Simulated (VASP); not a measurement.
Set up this calculation in VASP 6.6.1, as the native input.

- Task: single point
- Functional: PBE
- Dispersion: D3(BJ)
- Potentials or basis: VASP PAW PBE potentials, release 64 (Hf_pv, O)
- Cutoff: 520 eV
- k mesh: 7 × 7 × 7
- Occupations: fermi-dirac, width 0.05 eV
- Spin: non-collinear spin, zero start, spin-orbit coupling
- Starting moments: [[0.0, 0.0, 0.0], [0.0, 0.0, 0.0], [0.0, 0.0, 0.0]] μB
- Dipole correction: no
- Further INCAR settings: ALGO = Normal; EDIFF = 1e-06; NBANDS = 35

The structure of HfO2 lies in POSCAR:

```
HfO2
1.0
    0.0000000000      2.5403350533      2.5403350533
    2.5403350533      0.0000000000      2.5403350533
    2.5403350533      2.5403350533      0.0000000000
Hf O
1 2
Direct
    0.0000000000      0.0000000000      0.0000000000
    0.7500000000      0.7500000000      0.7500000000
    0.2500000000      0.2500000000      0.2500000000
```

These files were run (other wordings do the same):

INCAR

```
SYSTEM = HfO2
PREC = Accurate
ENCUT = 520
EDIFF = 1E-6
ISMEAR = -1
SIGMA = 0.05
LREAL = .False.
LASPH = .True.
NELM = 150
ALGO = Normal
ISIF = 2
LWAVE = .False.
LCHARG = .False.
MAGMOM = 0 0 0 0 0 0 0 0 0
LORBIT = 11
LSORBIT = .True.
GGA_COMPAT = .False.
LORBMOM = .True.
LMAXMIX = 4
GGA = PE
IVDW = 12
NBANDS = 35
```

KPOINTS

```
regular mesh
0
Gamma
  7 7 7
  0 0 0
```

Potentials or basis: VASP PAW PBE potentials, release 64 (Hf_pv, O).

Run with:

```sh
$ cat potpaw_PBE.64/Hf_pv/POTCAR potpaw_PBE.64/O/POTCAR > POTCAR
$ mpirun -np 1 vasp_ncl > vasp.out
```

It gave:

The pressure is -4.7 GPa. The net moment is 0.00 μB per cell, the valence electrons inside the program's atomic spheres are Hf 8.26; O 5.11 and the dispersion energy per atom is -0.238 eV.

Wall time 75 s on 1 thread of Intel Xeon 6975P-C, with other jobs on the host, peak memory 0.27 GiB.
